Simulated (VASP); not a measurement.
A run of VASP 6.6.1:

INCAR

```
PREC = Accurate
ENCUT = 520
EDIFF = 1E-6
ISMEAR = -1
SIGMA = 0.1
LREAL = F
LASPH = T
NELM = 80
ALGO = Normal
ISIF = 2
LWAVE = F
LCHARG = F
GGA = PE
NBANDS = 10
```

File KPOINTS:

```
regular mesh
0
Gamma
  22 22 22
```

The input POSCAR:

```
B
1.0
    0.0000000000      1.9416699042      1.9416699042
    1.9416699042      0.0000000000      1.9416699042
    1.9416699042      1.9416699042      0.0000000000
B
2
Direct
    0.1250000000      0.1250000000      0.1250000000
    0.8750000000      0.8750000000      0.8750000000
```

Potentials or basis: VASP PAW PBE potentials, release 64 (B).

The run is started by

```sh
$ cat potpaw_PBE.64/B/POTCAR > POTCAR
$ mpirun -np 1 vasp_std > vasp.out
```

Hardware: 1 thread of Intel(R) Xeon(R) Platinum 8259CL CPU @ 2.50GHz (Skylake/Cascade Lake) (shared host).

Question: Estimate the wall time of this run.

Answer: Run time: 26 s on 1 thread of Intel(R) Xeon(R) Platinum 8259CL CPU @ 2.50GHz (Skylake/Cascade Lake) (shared host), peak memory 0.14 GiB. Counts: scf iterations 11, k points 328.
